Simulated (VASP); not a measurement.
# SiC3 (R3m) in VASP: settings compared, part 2 of 2

VASP 6.6.1. Earlier steps stand in the parts before.

### Step 4. Single point, r2SCAN (volume changed by -3%)

File POSCAR:

```
SiC3
1.0
    1.4011356688      0.8089460555      4.6228977466
   -1.4011356688      0.8089460555      4.6228977466
    0.0000000000     -1.6178921111      4.6228977466
C Si
3 1
Direct
    1.0082378925      0.0082378925      0.0082378925
    0.4889604675      0.4889604675      0.4889604675
    0.3791724032      0.3791724032      0.3791724032
    0.8736292368      0.8736292368      0.8736292368
```

File INCAR.step1:

```
SYSTEM = SiC3
ALGO = Normal ; EDIFF = 1E-4
ENCUT = 520 ; GGA = PE
ISMEAR = 0 ; LASPH = .TRUE.
LCHARG = .FALSE. ; LREAL = .FALSE.
LWAVE = .TRUE. ; NBANDS = 16
NELM = 60 ; PREC = Accurate
SIGMA = 0.01
```

File INCAR.step2:

```
SYSTEM = SiC3
ALGO = Normal ; EDIFF = 1E-7
ENCUT = 520 ; ISIF = 2
ISMEAR = 0 ; ISTART = 1
LASPH = .TRUE. ; LCHARG = .TRUE.
LELF = .TRUE. ; LMIXTAU = .TRUE.
LREAL = .FALSE. ; LVHAR = .TRUE.
LWAVE = .FALSE. ; METAGGA = R2SCAN
NBANDS = 16 ; NELM = 60
PREC = Accurate ; SIGMA = 0.01
```

File KPOINTS:

```
k-points
0
G
  8 8 8
  0 0 0
```

Potentials or basis: VASP PAW PBE potentials, release 64 (C, Si).

Started as:

```sh
$ cat potpaw_PBE.64/C/POTCAR potpaw_PBE.64/Si/POTCAR > POTCAR
$ cp INCAR.step1 INCAR
$ mpirun -np 1 vasp_std > vasp.out
$ cp INCAR.step2 INCAR
$ mpirun -np 1 vasp_std > vasp.out
```

OUTCAR:

```text
SYSTEM = SiC3
   EDIFF = 1E-7
   ENCUT = 520
   ISIF = 2
   ISMEAR = 0
   ISTART = 1
   LASPH = .TRUE.
   LREAL = .FALSE.
   METAGGA = R2SCAN
   NELM = 60
   PREC = Accurate

 ion  position               nearest neighbor table
   1  0.008  0.008  0.008-   3 1.70   3 1.70   3 1.70   4 1.87
   2  0.489  0.489  0.489-   3 1.52   4 1.77   4 1.77   4 1.77
   3  0.379  0.379  0.379-   2 1.52   1 1.70   1 1.70   1 1.70
   4  0.874  0.874  0.874-   2 1.77   2 1.77   2 1.77   1 1.87

  LATTYP: Found a trigonal (rhomboedric) cell.
[... 655 lines left out ...]
  Direction    XX          YY          ZZ          XY          YZ          ZX
  --------------------------------------------------------------------------------------
  -------------------------------------------------------------------------------------
  Total        1.7507089      1.7507089      2.0104912      0.0000000     -0.0000000      0.0000000
  in kB       89.2193855     89.2193855    102.4583747      0.0000000     -0.0000000      0.0000000
  external PRESSURE =      93.6323819 kB  Pullay stress =       0.0000000 kB

 VOLUME and BASIS-vectors are now :
 -----------------------------------------------------------------------------
  energy-cutoff  :      520.00
  volume of cell :       31.44
      direct lattice vectors                 reciprocal lattice vectors
     1.401135669  0.808946055  4.622897747     0.356853381  0.206029395  0.072104847
    -1.401135669  0.808946055  4.622897747    -0.356853381  0.206029395  0.072104847
     0.000000000 -1.617892111  4.622897747     0.000000000 -0.412058791  0.072104847

 POSITION                                       TOTAL-FORCE (eV/Angst)
 -----------------------------------------------------------------------------------
      0.00000     -0.00000      0.11425         0.000000     -0.000000      0.044413
      0.00000     -0.00000      6.78124         0.000000     -0.000000      0.010786
      0.00000     -0.00000      5.25863         0.000000      0.000000     -0.224997
      0.00000     -0.00000     12.11610         0.000000     -0.000000      0.169798
 -----------------------------------------------------------------------------------
    total drift:                               -0.000000     -0.000000      0.000223

  FREE ENERGIE OF THE ION-ELECTRON SYSTEM (eV)
  ---------------------------------------------------
  free  energy   TOTEN  =       -36.6681367209 eV

  energy  without entropy=      -36.6681367209  energy(sigma->0) =      -36.66813672
```

It took 6 min on 1 thread of Intel Xeon 8259CL, shared host; peak memory 0.22 GiB.

Results:

| Property | Result |
| --- | --- |
| Free energy | -36.6681 eV |
| Pressure | 9.4 GPa |
| Largest force | 0.225 eV/Å |
| Band gap on the k mesh | 1.90 eV, indirect (least direct gap 3.63 eV) |

Forces in eV/Å, atoms in the order of the input:
```
C    0.000  0.000  0.044
C    0.000  0.000  0.011
C    0.000  0.000 -0.225
Si   0.000  0.000  0.170
```

Stress tensor (GPa, compression positive):
```
 8.92  0.00  0.00
 0.00  8.92  0.00
 0.00  0.00 10.25
```

Levels at points of the mesh, in eV from the valence-band top:
| k point | band 6 | band 7 | band 8 | band 9 | band 10 | band 11 |
| --- | --- | --- | --- | --- | --- | --- |
| (0.00, 0.00, 0.00) | -1.01 | 0.00 | 0.00 | 4.40 | 5.16 | 5.16 |
| (0.50, 0.00, 0.00) | -5.36 | -5.28 | -2.62 | 3.61 | 4.60 | 6.89 |
| (0.50, 0.50, 0.00) | -5.64 | -2.52 | -1.73 | 1.90 | 2.98 | 7.01 |
| (0.50, 0.50, 0.50) | -2.91 | -0.37 | -0.37 | 4.45 | 5.79 | 5.79 |

Caveat: the cell differs from its parent crystal (volume changed by -3%); the PAW data sets were made with another functional, which shifts forces and pressure a little. A k mesh can miss the band edges.

### Step 5. Single point, r2SCAN

This run uses another cell than the first one, of 8.10 Å³/atom, 0.934 times its volume.

File POSCAR:

```
SiC3
1.0
    1.4154339591      0.8172011773      4.6700734309
   -1.4154339591      0.8172011773      4.6700734309
    0.0000000000     -1.6344023546      4.6700734309
C Si
3 1
Direct
    1.0082378925      0.0082378925      0.0082378925
    0.4889604675      0.4889604675      0.4889604675
    0.3791724032      0.3791724032      0.3791724032
    0.8736292368      0.8736292368      0.8736292368
```

File INCAR.step1:

```
  PREC = Accurate
  ENCUT = 520
  ISMEAR = 0
  SIGMA = 0.01
  LREAL = False
  LASPH = True
  NELM = 60
  NBANDS = 16
  GGA = PE
  ALGO = Normal
  EDIFF = 1E-4
  LWAVE = True
  LCHARG = False
```

File INCAR.step2:

```
  PREC = Accurate
  ENCUT = 520
  EDIFF = 1E-6
  ISMEAR = 0
  SIGMA = 0.01
  LREAL = False
  LASPH = True
  NELM = 60
  ALGO = Normal
  ISIF = 2
  LWAVE = False
  LCHARG = False
  METAGGA = R2SCAN
  LMIXTAU = True
  NBANDS = 16
  ISTART = 1
```

File KPOINTS:

```
Automatic mesh
0
Gamma
  8 8 8
```

Started as:

```sh
$ cat potpaw_PBE.64/C/POTCAR potpaw_PBE.64/Si/POTCAR > POTCAR
$ cp INCAR.step1 INCAR
$ mpirun -np 1 vasp_std > vasp.out
$ cp INCAR.step2 INCAR
$ mpirun -np 1 vasp_std > vasp.out
```

Run time: 7.3 min. Hardware: 1 thread of Intel Xeon 8259CL, shared host; peak memory 0.26 GiB.

It converged, with:

```
Free energy            : -36.6965 eV
Pressure               : 0.0 GPa
Largest force          : 0.083 eV/Å
Band gap on the k mesh : 1.90 eV, indirect (least direct gap 3.60 eV)
```

Forces in eV/Å, atoms in the order of the input:
```
C    0.000  0.000 -0.034
C    0.000  0.000  0.083
C    0.000  0.000 -0.024
Si   0.000  0.000 -0.025
```

Stress tensor (GPa, compression positive):
```
 0.10  0.00  0.00
 0.00  0.10  0.00
 0.00  0.00 -0.12
```

Levels at points of the mesh, in eV from the valence-band top:
| k point | band 4 | band 5 | band 6 | band 7 | band 8 | band 9 | band 10 | band 11 | band 12 | band 13 |
| --- | --- | --- | --- | --- | --- | --- | --- | --- | --- | --- |
| (0.00, 0.00, 0.00) | -2.93 | -2.93 | -1.00 | 0.00 | 0.00 | 4.06 | 5.06 | 5.06 | 5.28 | 8.96 |
| (0.50, 0.00, 0.00) | -8.43 | -6.86 | -5.28 | -5.14 | -2.57 | 3.53 | 4.54 | 6.83 | 9.48 | 9.77 |
| (0.50, 0.50, 0.00) | -10.03 | -5.62 | -5.49 | -2.48 | -1.71 | 1.90 | 2.89 | 6.89 | 6.99 | 7.29 |
| (0.50, 0.50, 0.50) | -5.21 | -2.84 | -2.84 | -0.37 | -0.37 | 4.13 | 5.68 | 5.68 | 6.06 | 9.85 |

Caveat: the PAW data sets were made with another functional, which shifts forces and pressure a little. r2SCAN opens gaps a little over a GGA but as a rule still falls short of measured ones.

### Step 6. Single point, r2SCAN (volume changed by +3%)

File POSCAR:

```
SiC3
1.0
    1.4294490682      0.8252928043      4.7163147890
   -1.4294490682      0.8252928043      4.7163147890
    0.0000000000     -1.6505856086      4.7163147889
C Si
3 1
Direct
    1.0082378925      0.0082378925      0.0082378925
    0.4889604675      0.4889604675      0.4889604675
    0.3791724032      0.3791724032      0.3791724032
    0.8736292368      0.8736292368      0.8736292368
```

File INCAR.step1:

```
SYSTEM = SiC3
  ALGO = Normal
  EDIFF = 1E-4
  ENCUT = 520
  GGA = PE
  ISMEAR = 0
  LASPH = .True.
  LCHARG = .False.
  LREAL = .False.
  LWAVE = .True.
  NBANDS = 16
  NELM = 80
  PREC = Accurate
  SIGMA = 0.01
```

File INCAR.step2:

```
SYSTEM = SiC3
  ALGO = Normal
  EDIFF = 1E-7
  ENCUT = 520
  ISIF = 2
  ISMEAR = 0
  ISTART = 1
  LASPH = .True.
  LCHARG = .False.
  LMIXTAU = .True.
  LREAL = .False.
  LWAVE = .False.
  METAGGA = R2SCAN
  NBANDS = 16
  NELM = 80
  PREC = Accurate
  SIGMA = 0.01
```

File KPOINTS:

```
k-points
0
Gamma
  8 8 8
  0 0 0
```

Potentials or basis: VASP PAW PBE potentials, release 64 (C, Si).

Started as:

```sh
$ cat potpaw_PBE.64/C/POTCAR potpaw_PBE.64/Si/POTCAR > POTCAR
$ cp INCAR.step1 INCAR
$ mpirun -np 1 vasp_std > vasp.out
$ cp INCAR.step2 INCAR
$ mpirun -np 1 vasp_std > vasp.out
```

It took 7.7 min on 1 thread of Intel Xeon 8259CL, shared host; peak memory 0.25 GiB.

The run converged. Its results:

```
Free energy            : -36.6722 eV
Pressure               : -8.0 GPa
Largest force          : 0.204 eV/Å
Band gap on the k mesh : 1.91 eV, indirect (least direct gap 3.55 eV)
```

Forces in eV/Å, atoms in the order of the input:
```
C    0.000  0.000 -0.105
C    0.000  0.000  0.150
C    0.000  0.000  0.159
Si   0.000  0.000 -0.204
```

Stress tensor (GPa, compression positive):
```
-7.50  0.00  0.00
 0.00 -7.50  0.00
 0.00  0.00 -9.06
```

Levels at points of the mesh, in eV from the valence-band top:
```
           k point  band 6  band 7  band 8  band 9  band 10  band 11
(0.00, 0.00, 0.00)   -1.00    0.00    0.00    3.73     4.96     4.96
(0.50, 0.00, 0.00)   -5.20   -5.00   -2.53    3.45     4.48     6.77
(0.50, 0.50, 0.00)   -5.36   -2.44   -1.68    1.91     2.81     6.72
(0.50, 0.50, 0.50)   -2.77   -0.38   -0.38    3.83     5.58     5.58
```

Caveat: the cell differs from its parent crystal (volume changed by +3%); the PAW data sets were made with another functional, which shifts forces and pressure a little.

### Step 7. Summary

| level | cell | gap on the mesh (eV) | pressure (GPa) | largest force (eV/Å) |
| --- | --- | --- | --- | --- |
| PBE | a = 5.070 Å, angles 33.2°, 4 atoms | 1.52 | -14.2 | 0.36 |
| r2SCAN | a = 4.847 Å, angles 33.2°, 4 atoms | 1.89 | 20.1 | 0.45 |
| r2SCAN | a = 4.898 Å, angles 33.2°, 4 atoms | 1.90 | 9.4 | 0.22 |
| r2SCAN | a = 4.948 Å, angles 33.2°, 4 atoms | 1.90 | 0.0 | 0.08 |
| r2SCAN | a = 4.997 Å, angles 33.2°, 4 atoms | 1.91 | -8.0 | 0.20 |

Alike in all rows: task single point; potentials or basis VASP PAW PBE potentials, release 64 (C, Si); no spin polarisation; k mesh 8 × 8 × 8; cutoff (eV) 520; smearing gaussian 0.01 eV.

Caveats: the PAW data sets were made with another functional, which shifts forces and pressure a little (some runs).

Absolute energies hang on the potentials; compare differences alone.
